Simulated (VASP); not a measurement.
BiRu:

```xyz
2
Lattice="3.2685 0.0000 0.0000 0.0000 3.2685 0.0000 0.0000 0.0000 4.2841" Properties=species:S:1:pos:R:3 pbc="T T T"
Bi    1.6343    1.6343    2.1421
Ru    0.0000    0.0000    0.0000
```

```yaml
Program: VASP 6.6.1
Task: relaxation of cell and atoms
Functional: PBE
Potentials_or_basis: VASP PAW PBE potentials, release 64 (Bi_d, Ru_pv)
Cutoff: 600 eV
k_mesh: 6 × 6 × 4
Occupations: gaussian, width 0.1 eV
Spin: no spin polarisation
```

At the start: pressure -12.3 GPa; volume 22.88 Å³/atom.

Problem. Where does the relaxation end?

Solution. Over 9 steps the energy falls by 324.3 meV/atom and the volume is 19.63 Å³/atom (-14.2 %); space group P4/mmm (No. 123, to 0.1 Å) before, Pm-3m (No. 221, to 0.1 Å).

The path:
```
step  energy change (eV)  largest force (eV/Å)  pressure (GPa)  volume (Å³)
   1              0.0000                0.0000          -12.32        45.77
   2             -0.3459                0.0000           18.57        34.95
   3             -0.4780                0.0000            3.50        38.01
   4             -0.6118                0.0000            3.39        38.00
   5             -0.6200                0.0000            3.91        37.94
   6             -0.6235                0.0000            5.33        37.72
   7             -0.5940                0.0000           -6.67        41.73
   8             -0.6485                0.0000           -0.11        39.29
   9             -0.6485                0.0000           -0.02        39.26
```

Final structure:
```xyz
2
Lattice="3.4127 0.0000 0.0000 0.0000 3.4127 0.0000 0.0000 0.0000 3.3706" Properties=species:S:1:pos:R:3 pbc="T T T"
Bi    1.7064    1.7064    1.6853
Ru    0.0000    0.0000    0.0000
```

Caveat: the k points lie up to 0.47 Å⁻¹ apart in the final cell, too coarse for converged energies and pressures of a metal; a cell axis changed by over 15 % at a fixed basis, so the end point is rough.
